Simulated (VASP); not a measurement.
Here is a VASP 6.6.1 calculation.

Contents of INCAR:

```
SYSTEM = Hg
PREC = Accurate ; ENCUT = 520
EDIFF = 1E-6 ; ISMEAR = 0
SIGMA = 0.1 ; LREAL = .FALSE.
LASPH = .TRUE. ; NELM = 80
ALGO = Fast ; ISIF = 2
LWAVE = .FALSE. ; LCHARG = .TRUE.
LELF = .TRUE. ; LVHAR = .TRUE.
NBANDS = 25
```

Contents of KPOINTS:

```
Automatic mesh
0
G
  6 6 6
  0 0 0
```

The input POSCAR:

```
Hg
1.0
    4.5400020208      0.0000000000      0.0000000000
   -2.2700010104      3.9317570832      0.0000000000
    0.0000000000      0.0000000000      3.8700000000
Hg
3
Direct
    0.3333333333      0.6666666667      0.5000000000
    0.0000000000      0.0000000000      0.0000000000
    0.6666666667      0.3333333333      0.5000000000
```

Potentials or basis: VASP PAW LDA potentials, release 64 (Hg).

Launch:

```bash
$ cat potpaw_LDA.64/Hg/POTCAR > POTCAR
$ mpirun -np 1 vasp_std > vasp.out
```

**Question.** Estimate the band gap on the k mesh.

**Answer.** Zero (bands 18 and 19 overlap by 6.12 eV).

**Question.** Estimate the pressure.

**Answer.** 5.9 GPa.

Stress tensor (GPa, compression positive):
```
 9.45  0.00  0.00
 0.00  9.45  0.00
 0.00  0.00 -1.10
```

Caveat: the cell stands under pressure; spin-orbit coupling is left out, which moves the levels of the heavy elements.
